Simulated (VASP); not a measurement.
## SnSe2 (1T): relaxation of cell and atoms with LDA

Crystal: SnSe2 (1T).

```
CELL_PARAMETERS angstrom
3.50809 0.00000 0.00000
-1.75404 3.03809 0.00000
0.00000 0.00000 5.64921
ATOMIC_POSITIONS crystal
Sn 0.00000 0.00000 0.00000
Se 0.33333 0.66667 0.25000
Se 0.66667 0.33333 0.75000
```

| Item | Value |
| --- | --- |
| Program | VASP 6.6.1 |
| Task | relaxation of cell and atoms |
| Functional | LDA |
| Potentials or basis | VASP PAW LDA potentials, release 64 (Sn_d, Se) |
| Cutoff | 600 eV |
| k mesh | 18 × 18 × 10 |
| Occupations | gaussian, width 0.05 eV |
| Spin | no spin polarisation |
| Target pressure | 25 GPa |
| Dipole correction | no |
| Further INCAR settings | ALGO = Normal; EDIFF = 1e-07; IBRION = 2; EDIFFG = -0.002; NSW = 80; ISIF = 3 |

```yaml
Relaxed_volume: 18.76 Å³/atom
Relaxed_cell: a = 3.561 Å, b = 3.561 Å, c = 5.127 Å, α = 90.00°, β = 90.00°, γ = 120.00°
Space_group_after_relaxing_to_0.05_Å: P-3m1 (No. 164)
Energy_change_on_relaxing_the_enthalpy_is_what_falls: -167.4 meV/atom
Ionic_steps: 41
Pressure_after_relaxing: 25.0 GPa
Band_gap_on_the_k_mesh: zero (band 13 reaches 9.35 eV, above the bottom of band 14 at 7.61 eV)
```

Step by step:
```
step  energy change (eV)  largest force (eV/Å)  pressure (GPa)  volume (Å³)
   1              0.0000                3.8997           32.90        60.21
   3             -1.0472                1.3203           14.96        64.23
   5             -0.1907                0.2464           29.02        54.85
   7             -0.4671                0.3734           23.17        56.32
   9             -0.3452                0.2159           27.01        55.37
  11             -0.5524                0.1524           23.68        56.64
  13             -0.4765                0.0323           25.48        56.14
  15             -0.5153                0.0279           24.76        56.38
  17             -0.5044                0.0025           25.05        56.31
  19             -0.5093                0.0244           24.99        56.34
  21             -0.5066                0.0269           25.00        56.32
  23             -0.5068                0.0071           24.93        56.32
  25             -0.5028                0.0071           25.02        56.30
  27             -0.4997                0.0032           25.06        56.28
  29             -0.5031                0.0013           24.97        56.30
  31             -0.5018                0.0026           25.01        56.29
  33             -0.5023                0.0028           24.99        56.29
  35             -0.5032                0.0026           24.98        56.30
  37             -0.5028                0.0028           24.99        56.30
  39             -0.5027                0.0028           24.99        56.30
  41             -0.5021                0.0014           25.01        56.29
```

Final structure:
```
CELL_PARAMETERS angstrom
3.56078 0.00000 0.00000
-1.78039 3.08373 0.00000
0.00000 0.00000 5.12653
ATOMIC_POSITIONS crystal
Sn 0.00000 0.00000 0.00000
Se 0.33333 0.66667 0.30959
Se 0.66667 0.33333 0.69041
```

Levels at points of the mesh, in eV from the Fermi level:
```tsv
k point	band 9	band 10	band 11	band 12	band 13	band 14	band 15	band 16	band 17
(0.00, 0.00, 0.00)	-1.85	-1.85	-1.20	-1.20	-0.22	1.21	3.00	4.76	4.76
(0.50, 0.00, 0.00)	-5.90	-5.42	-4.42	-4.32	-0.39	1.85	2.93	3.01	3.61
(0.00, 0.00, 0.50)	-4.51	-2.09	-2.09	-0.53	-0.53	2.66	3.41	3.41	3.80
(0.50, 0.00, 0.50)	-7.93	-3.04	-3.00	-2.71	-2.39	1.15	2.72	4.09	5.32
```

Wall time 73 min on 1 thread of Intel(R) Xeon(R) Platinum 8488C (Sapphire Rapids) (shared host), peak memory 0.55 GiB.

Caveat: the cell is relaxed towards a set pressure, so the enthalpy falls and the energy may rise; spin-orbit coupling is left out, which moves the levels of the heavy elements.
